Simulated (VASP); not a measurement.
CuRe2:

```
CELL_PARAMETERS angstrom
-1.59775 1.59775 3.91947
1.59775 -1.59775 3.91947
1.59775 1.59775 -3.91947
ATOMIC_POSITIONS crystal
Cu 0.00000 0.00000 0.00000
Re 0.66500 0.66500 0.00000
Re 0.33500 0.33500 0.00000
```

```yaml
Program: VASP 6.6.1
Task: relaxation of cell and atoms
Functional: PBE
Potentials_or_basis: VASP PAW PBE potentials, release 64 (Cu, Re)
Cutoff: 600 eV
k_mesh: 8 × 8 × 8
Occupations: gaussian, width 0.1 eV
Spin: no spin polarisation
```

At the start: pressure 17.0 GPa; volume 13.34 Å³/atom.

Q: How do energy, volume and symmetry change on relaxing?

A: Over 12 steps the energy falls by 85.8 meV/atom and the volume is 14.00 Å³/atom (+4.9 %); space group I4/mmm (No. 139, to 0.1 Å) before and after.

The path:
```csv
step,energy change (eV),largest force (eV/Å),pressure (GPa),volume (Å³)
1,0.0000,0.4856,16.98,40.02
2,0.5206,1.1657,-31.52,48.61
3,-0.2018,0.4793,-5.47,42.76
4,-0.2030,0.4678,-4.32,42.59
5,-0.2493,0.0343,3.74,41.46
6,-0.2554,0.0862,1.39,41.75
7,-0.2553,0.1024,-1.72,42.23
8,-0.2568,0.0902,0.02,41.98
9,-0.2568,0.0890,-0.36,42.01
10,-0.2568,0.0935,-0.26,41.99
11,-0.2568,0.0920,-0.25,41.99
12,-0.2573,0.0225,0.06,41.99
```

Final structure:
```cif
data_structure
_symmetry_space_group_name_H-M 'P 1'
_symmetry_Int_Tables_number 1
_cell_length_a 4.7475
_cell_length_b 4.7475
_cell_length_c 4.7475
_cell_angle_alpha 141.029
_cell_angle_beta 141.029
_cell_angle_gamma 56.294
_cell_volume 41.99
loop_
_atom_site_label
_atom_site_type_symbol
_atom_site_fract_x
_atom_site_fract_y
_atom_site_fract_z
_atom_site_occupancy
Cu1 Cu 0.00000 0.00000 0.00000 1
Re1 Re 0.66909 0.66909 0.00000 1
Re2 Re 0.33091 0.33091 0.00000 1
```
